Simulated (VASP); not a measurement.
Input of a VASP 6.6.1 run:

The input INCAR:

```
PREC = Accurate
ENCUT = 520
EDIFF = 1E-7
ISMEAR = 0
SIGMA = 0.05
LREAL = F
LASPH = T
NELM = 80
ALGO = Fast
ISIF = 2
LWAVE = F
LCHARG = F
GGA = PS
NBANDS = 11
```

The input KPOINTS:

```
regular mesh
0
Gamma
  8 8 8
```

File POSCAR:

```
Sr
1.0
    0.0000000000      3.0423500000      3.0423500000
    3.0423500000      0.0000000000      3.0423500000
    3.0423500000      3.0423500000      0.0000000000
Sr
1
Direct
    0.0000000000      0.0000000000      0.0000000000
```

Potentials or basis: VASP PAW PBE potentials, release 64 (Sr_sv).

The run is started by

```sh
$ cat potpaw_PBE.64/Sr_sv/POTCAR > POTCAR
$ mpirun -np 1 vasp_std > vasp.out
```

Q: What does it give for the pressure?

A: -0.9 GPa.

Q: Estimate the band gap on the k mesh.

A: Zero (band 5 reaches 1.50 eV, above the bottom of band 6 at 1.43 eV).

Caveat: the PAW data sets were made with another functional, which shifts forces and pressure a little.
